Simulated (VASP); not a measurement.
# MoS2 (P-3m1) in VASP: notebook

The runs below take MoS2 through single point, with PBEsol.

All numbers are computed with VASP 6.6.1; they aren't measurements. Logs are shortened: lines on timing, memory, paths and dates and some standing lists are left out, and cuts for length are marked.

**1. The cell of the first run**

Symmetry: P-3m1, No. 164, trigonal system. The conventional cell has a = 3.139 Å, b = 3.139 Å, c = 6.139 Å, α = 90.00°, β = 90.00°, γ = 120.00°. Within 3.2 Å of Mo (site symmetry -3m) lie 6 S at 2.35 Å and 6 Mo at 3.14 Å. Within 3.2 Å of S (site symmetry 3m) lie 3 Mo at 2.35 Å and 6 S at 3.14 Å.

**2. Single point, PBEsol**

INCAR reads:

```
PREC = Accurate ; ENCUT = 520
EDIFF = 1E-7 ; ISMEAR = -1
SIGMA = 0.1 ; LREAL = F
LASPH = T ; NELM = 60
ALGO = Normal ; ISIF = 2
LWAVE = F ; LCHARG = F
GGA = PS ; NBANDS = 20
```

KPOINTS reads:

```
regular mesh
0
Gamma
  10 10 5
```

POSCAR reads:

```
MoS2
1.0
    3.1389963960      0.0000000000      0.0000000000
   -1.5694977117      2.7184499601      0.0000000000
    0.0000000000      0.0000000000      6.1394407056
Mo S
1 2
Direct
    0.0000000000      0.0000000000      0.5000000000
    0.3333333333      0.6666666667      0.2553190000
    0.6666666667      0.3333333333      0.7446810000
```

Potentials or basis: VASP PAW PBE potentials, release 64 (Mo_sv, S).

Command:

```
> cat potpaw_PBE.64/Mo_sv/POTCAR potpaw_PBE.64/S/POTCAR > POTCAR
> mpirun -np 1 vasp_std > vasp.out
```

OUTCAR:

```text
PREC = Accurate
   ENCUT = 520
   EDIFF = 1E-7
   ISMEAR = -1
   LREAL = F
   LASPH = T
   NELM = 60
   ISIF = 2
   GGA = PS

 ion  position               nearest neighbor table
   1  0.000  0.000  0.500-   2 2.35   3 2.35   3 2.35   2 2.35   3 2.35   2 2.35
   2  0.333  0.667  0.255-   1 2.35   1 2.35   1 2.35
   3  0.667  0.333  0.745-   1 2.35   1 2.35   1 2.35

  LATTYP: Found a hexagonal cell.
 ALAT       =     3.1389963960
 C/A-ratio  =     1.9558610241

  Lattice vectors:

 A1 = (   3.1389963960,   0.0000000000,   0.0000000000)
 A2 = (  -1.5694977117,   2.7184499601,   0.0000000000)
 A3 = (   0.0000000000,   0.0000000000,   6.1394407056)

Analysis of symmetry for initial positions (statically):
=====================================================================
 Subroutine PRICEL returns:
 Original cell was already a primitive cell.

 Routine SETGRP: Setting up the symmetry group for a
 hexagonal supercell.

 Subroutine GETGRP returns: Found 12 space group operations
 (whereof 12 operations were pure point group operations)
 out of a pool of 24 trial point group operations.

The static configuration has the point symmetry D_3d.

Analysis of symmetry for dynamics (positions and initial velocities):
=====================================================================
 Subroutine PRICEL returns:
 Original cell was already a primitive cell.

 Routine SETGRP: Setting up the symmetry group for a
 hexagonal supercell.

 Subroutine GETGRP returns: Found 12 space group operations
 (whereof 12 operations were pure point group operations)
 out of a pool of 24 trial point group operations.

The dynamic configuration has the point symmetry D_3d.

 Subroutine INISYM returns: Found 12 space group operations
 (whereof 12 operations are pure point group operations),
 and found     1 'primitive' translations

----------------------------------------------------------------------------------------

                                     Primitive cell

  volume of cell :      52.3891

  direct lattice vectors                    reciprocal lattice vectors
     3.138996396  0.000000000  0.000000000     0.318573160  0.183928287  0.000000000
    -1.569497712  2.718449960  0.000000000     0.000000000  0.367856688  0.000000000
     0.000000000  0.000000000  6.139440706     0.000000000  0.000000000  0.162881286

  length of vectors
     3.138996396  3.138995580  6.139440706     0.367856593  0.367856688  0.162881286

  position of ions in fractional coordinates (direct lattice)
     0.000000000  0.000000000  0.500000000
     0.333333333  0.666666667  0.255319000
     0.666666667  0.333333333  0.744681000

  ion indices of the primitive-cell ions
   primitive index   ion index
                 1           1
                 2           2
                 3           3

----------------------------------------------------------------------------------------

 KPOINTS: regular mesh

Automatic generation of k-mesh.
 Grid dimensions read from file:
 generate k-points for:   10   10    5

 Generating k-lattice:

  Cartesian coordinates                     Fractional coordinates (reciprocal lattice)
     0.031857316  0.018392829  0.000000000     0.100000000  0.000000000  0.000000000
     0.000000000  0.036785669  0.000000000     0.000000000  0.100000000  0.000000000
     0.000000000  0.000000000  0.032576257     0.000000000  0.000000000  0.200000000

  Length of vectors
     0.036785659  0.036785669  0.032576257

  Shift w.r.t. Gamma in fractional coordinates (k-lattice)
     0.000000000  0.000000000  0.000000000

 Subroutine IBZKPT returns following result:
 ===========================================

 Found     58 irreducible k-points:

 Following reciprocal coordinates:
            Coordinates               Weight
  0.000000  0.000000  0.000000      1.000000
  0.100000  0.000000  0.000000      6.000000
  0.200000  0.000000  0.000000      6.000000
  0.300000  0.000000  0.000000      6.000000
  0.400000  0.000000  0.000000      6.000000
  0.500000  0.000000  0.000000      3.000000
[... 16 lines left out ...]
  0.000000  0.400000  0.200000      6.000000
  0.500000  0.000000  0.200000      6.000000
 [... further k-points ...]
   k-points           NKPTS =     58   k-points in BZ     NKDIM =     58   number of bands    NBANDS=     20
   number of dos      NEDOS =    301   number of ions     NIONS =      3
   total plane-waves  NPLWV =  27648
   dimension x,y,z NGX =    24 NGY =   24 NGZ =   48
   dimension x,y,z NGXF=    48 NGYF=   48 NGZF=   96
   ions per type =               1   2
   NGX,Y,Z   is equivalent  to a cutoff of  12.71, 12.71, 13.00 a.u.
   NGXF,Y,Z  is equivalent  to a cutoff of  25.42, 25.42, 26.00 a.u.
 SYSTEM =  unknown system
   PREC   = accura    normal or accurate (medium, high low for compatibility)
   ISTART =      0    job   : 0-new  1-cont  2-samecut
   ICHARG =      2    charge: 1-file 2-atom 10-const
   ISPIN  =      1    spin polarized calculation?
   LNONCOLLINEAR =      F non collinear calculations
   LSORBIT =      F    spin-orbit coupling
   LASPH  =      T    aspherical Exc in radial PAW
   ENCUT  =  520.0 eV  38.22 Ry    6.18 a.u.   5.84  5.84 11.42*2*pi/ulx,y,z
   NELM   =     60;   NELMIN=  2; NELMDL= -5     # of ELM steps
   EDIFF  = 0.1E-06   stopping-criterion for ELM
   LREAL  =      F    real-space projection
   EDIFFG = 0.1E-05   stopping-criterion for IOM
   NSW    =      0    number of steps for IOM
   IBRION =     -1    ionic relax: 0-MD 1-quasi-New 2-CG
   NFREE  =      0    steps in history (QN), initial steepest desc. (CG)
   ISIF   =      2    stress and relaxation
   ISYM   =      2    0-nonsym 1-usesym 2-fastsym
   POTIM  = 0.5000    time-step for ionic-motion
   TEBEG  =    0.0;   TEEND  =   0.0 temperature during run
   PSTRESS=    0.0 pullay stress
   NELECT =      26.0000    total number of electrons
   NUPDOWN=      -1.0000    fix difference up-down
   EMIN   =  10.00;   EMAX   =-10.00  energy-range for DOS
   EFERMI =   0.00;   METHOD = LEGACY
   ISMEAR =    -1;   SIGMA  =   0.10  broadening in eV -4-tet -1-fermi 0-gaus
   EFERMI_NEDOS =   21; number of points for ismear=-14 and -15
   IALGO  =     38    algorithm
   IMIX   =      4    mixing-type and parameters
     AMIX     =   0.40;   BMIX     =  1.00
     AMIX_MAG =   1.60;   BMIX_MAG =  1.00
  volume/ion in A,a.u.               =      17.46       117.85
  Fermi-wavevector in a.u.,A,eV,Ry     =   1.296141  2.449352 22.857540  1.679982
  Thomas-Fermi vector in A             =   2.427616
   LORBIT       =      0    0 simple, 1 ext, 2 COOP (PROOUT), +10 PAW based schemes
   GGA     = PS    functional components
   LHFCALC =     F    Hartree Fock is set to
   AEXX    =    0.0000 exact exchange contribution
   IVDW    =     0    specifies the selected vdW correction
   LEPSILON=     F    determine dielectric tensor
   LRPA    =     F    only Hartree local field effects (RPA)
 non-spin polarized calculation
  energy-cutoff  :      520.00
  volume of cell :       52.39
 maximum number of plane-waves:      1422
   NGX = 11   NGY = 11   NGZ = 23

 number of electron      26.0000000 magnetization

 Free energy of the ion-electron system (eV)
  ---------------------------------------------------
  ext. energy  EPLUGINS =         0.00000000
  ---------------------------------------------------
  free energy    TOTEN  =       -22.51350582 eV

  energy without entropy =      -22.47731146  energy(sigma->0) =      -22.49540864

 E-fermi :   7.9388     XC(G=0): -11.0337

 val. band max:        7.9332648471   @ k =   0.2000   0.2000   0.4000
 cond. band min:       8.0689080641   @ k =   0.3000   0.3000   0.4000
 fundamental gap:      0.1356432170
 Fermi energy:         7.9387956275

 k-point     1 :       0.0000    0.0000    0.0000
  band No.  band energies     occupation
      1     -53.7398      2.00000
      2     -27.8923      2.00000
      3     -27.7650      2.00000
      4     -27.7650      2.00000
      5      -7.4704      2.00000
      6      -5.7409      2.00000
[... 12 lines left out ...]
     19      14.7460      0.00000
     20      17.4928      0.00000

 k-point     2 :       0.1000    0.0000    0.0000
  band No.  band energies     occupation
      1     -53.7353      2.00000
      2     -27.8833      2.00000
      3     -27.8097      2.00000
      4     -27.7751      2.00000
      5      -7.2973      2.00000
      6      -5.7134      2.00000
[... 12 lines left out ...]
     19      15.2454      0.00000
     20      17.0592      0.00000

 k-point     3 :       0.2000    0.0000    0.0000
  band No.  band energies     occupation
      1     -53.7234      2.00000
      2     -27.9254      2.00000
      3     -27.8592      2.00000
      4     -27.8012      2.00000
      5      -6.8157      2.00000
      6      -5.6367      2.00000
[... 12 lines left out ...]
     19      16.0893      0.00000
     20      16.8612      0.00000

 k-point     4 :       0.3000    0.0000    0.0000
  band No.  band energies     occupation
      1     -53.7087      2.00000
      2     -28.0654      2.00000
      3     -27.8334      2.00000
      4     -27.8297      2.00000
      5      -6.1704      2.00000
      6      -5.4932      2.00000
[... 12 lines left out ...]
     19      15.3147      0.00000
     20      16.0910      0.00000

 k-point     5 :       0.4000    0.0000    0.0000
  band No.  band energies     occupation
      1     -53.6968      2.00000
      2     -28.1765      2.00000
      3     -27.8593      2.00000
      4     -27.8056      2.00000
      5      -5.7714      2.00000
      6      -5.1053      2.00000
[... 12 lines left out ...]
     19      14.9269      0.00000
     20      15.9044      0.00000

 k-point     6 :       0.5000    0.0000    0.0000
  band No.  band energies     occupation
      1     -53.6922      2.00000
      2     -28.2184      2.00000
      3     -27.8691      2.00000
      4     -27.7964      2.00000
      5      -5.7006      2.00000
      6      -4.8074      2.00000
[... 12 lines left out ...]
     19      15.3037      0.00000
     20      16.4121      0.00000

 k-point     7 :       0.1000    0.1000    0.0000
  band No.  band energies     occupation
      1     -53.7271      2.00000
      2     -27.8865      2.00000
      3     -27.8669      2.00000
      4     -27.7964      2.00000
      5      -6.9686      2.00000
      6      -5.6621      2.00000
[... 12 lines left out ...]
     19      15.8809      0.00000
     20      16.9704      0.00000
[... 277 lines left out ...]
 k-point    20 :       0.3000    0.0000    0.2000
  band No.  band energies     occupation
      1     -53.7087      2.00000
      2     -28.0654      2.00000
      3     -27.8334      2.00000
      4     -27.8297      2.00000
      5      -6.1812      2.00000
      6      -5.4702      2.00000
[... 12 lines left out ...]
     19      14.7164      0.00000
     20      17.3081      0.00000

 k-point    21 :       0.0000    0.3000    0.2000
  band No.  band energies     occupation
      1     -53.7087      2.00000
      2     -28.0654      2.00000
      3     -27.8334      2.00000
      4     -27.8297      2.00000
      5      -6.0727      2.00000
      6      -5.6152      2.00000
[... 12 lines left out ...]
     19      15.7458      0.00000
     20      15.9640      0.00000

 k-point    22 :       0.4000    0.0000    0.2000
  band No.  band energies     occupation
      1     -53.6968      2.00000
      2     -28.1765      2.00000
      3     -27.8593      2.00000
      4     -27.8056      2.00000
      5      -5.8348      2.00000
      6      -5.0107      2.00000
[... 12 lines left out ...]
     19      14.3250      0.00000
     20      16.9334      0.00000

 k-point    23 :       0.0000    0.4000    0.2000
  band No.  band energies     occupation
      1     -53.6968      2.00000
      2     -28.1765      2.00000
      3     -27.8593      2.00000
      4     -27.8057      2.00000
      5      -5.7347      2.00000
      6      -5.1548      2.00000
[... 12 lines left out ...]
     19      14.6369      0.00000
     20      15.7573      0.00000

 k-point    24 :       0.5000    0.0000    0.2000
  band No.  band energies     occupation
      1     -53.6922      2.00000
      2     -28.2184      2.00000
      3     -27.8691      2.00000
      4     -27.7964      2.00000
      5      -5.7262      2.00000
      6      -4.7683      2.00000
[... 12 lines left out ...]
     19      14.6442      0.00000
     20      15.7495      0.00000

 [... further k-points ...]

------------------------ aborting loop because EDIFF is reached ----------------------------------------

  FORCE on cell =-STRESS in cart. coord.  units (eV):
  Direction    XX          YY          ZZ          XY          YZ          ZX
  --------------------------------------------------------------------------------------
  -------------------------------------------------------------------------------------
  Total        2.4730000      2.4729988      4.3062562      0.0000004      0.0000000     -0.0000000
  in kB       75.6299362     75.6298994    131.6950576      0.0000135      0.0000000     -0.0000000
  external PRESSURE =      94.3182978 kB  Pullay stress =       0.0000000 kB

 VOLUME and BASIS-vectors are now :
 -----------------------------------------------------------------------------
  energy-cutoff  :      520.00
  volume of cell :       52.39
      direct lattice vectors                 reciprocal lattice vectors
     3.138996396  0.000000000  0.000000000     0.318573160  0.183928287  0.000000000
    -1.569497712  2.718449960  0.000000000     0.000000000  0.367856688  0.000000000
     0.000000000  0.000000000  6.139440706     0.000000000  0.000000000  0.162881286

 POSITION                                       TOTAL-FORCE (eV/Angst)
 -----------------------------------------------------------------------------------
      0.00000      0.00000      3.06972         0.000000      0.000000      0.000000
      0.00000      1.81230      1.56752         0.000000     -0.000000     -1.501678
      1.56950      0.90615      4.57192        -0.000000      0.000000      1.501678
 -----------------------------------------------------------------------------------
    total drift:                                0.000000      0.000000      0.000000

  FREE ENERGIE OF THE ION-ELECTRON SYSTEM (eV)
  ---------------------------------------------------
  free  energy   TOTEN  =       -22.5135058163 eV

  energy  without entropy=      -22.4773114616  energy(sigma->0) =      -22.49540864
```

Run time: 52 s. Hardware: 1 thread of Intel Xeon 8259CL, shared host; peak memory 0.2 GiB.

What came out:

```yaml
Free_energy: -22.5135 eV
Pressure: 9.4 GPa
Largest_force: 1.502 eV/Å
Band_gap_on_the_k_mesh: zero (bands 13 and 14 overlap by 0.75 eV)
```

Forces in eV/Å, atoms in the order of the input:
```
Mo   0.000  0.000  0.000
S    0.000  0.000 -1.502
S    0.000  0.000  1.502
```

Levels at points of the mesh, in eV from the Fermi level:
| k point | band 9 | band 10 | band 11 | band 12 | band 13 | band 14 | band 15 | band 16 | band 17 | band 18 |
| --- | --- | --- | --- | --- | --- | --- | --- | --- | --- | --- |
| (0.00, 0.00, 0.00) | -4.45 | -1.95 | -1.33 | -1.14 | -1.14 | -0.25 | -0.25 | 3.54 | 3.54 | 6.01 |
| (0.50, 0.00, 0.00) | -5.22 | -4.50 | -3.41 | -1.90 | -1.85 | 1.08 | 1.90 | 4.00 | 4.04 | 5.51 |

Caveat: the cell stands under pressure; the PAW data sets were made with another functional, which shifts forces and pressure a little; this functional lacks dispersion, which binds the layers, so the pressure and a relaxed spacing across them are unreliable.

(Part 1 of 2 ends here.)
